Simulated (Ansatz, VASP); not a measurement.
**Rh: VASP beside Ansatz**

```
CELL_PARAMETERS angstrom
0.00000 1.82538 1.82538
1.82538 0.00000 1.82538
1.82538 1.82538 0.00000
ATOMIC_POSITIONS crystal
Rh 0.00000 0.00000 0.00000
```

Change from the starting cell: volume scaled by 0.92, LAPW.

Alike in both runs: task single point; functional LDA; k mesh 17 × 17 × 17; occupations fermi-dirac, width 0.05 eV; no spin polarisation.

|  | VASP | Ansatz |
| --- | --- | --- |
| version | VASP 6.6.1 | Ansatz 0.2.0 |
| potentials or method | VASP PAW LDA potentials, release 64 (Rh_pv), cutoff 520 eV | all-electron LAPW, scalar-relativistic |

Ansatz gave:

```
pressure (GPa) : 32.7
```

Problem. What did VASP give for the same quantities?

Solution. Pressure (GPa): 33.9.

LDA's correlation is that of Perdew and Zunger in VASP and of Perdew and Wang (1992) in Ansatz. Both programs put the cell under a high pressure, so it lies far from rest at this level. Ansatz ran all-electron here, and VASP with PAW potentials.
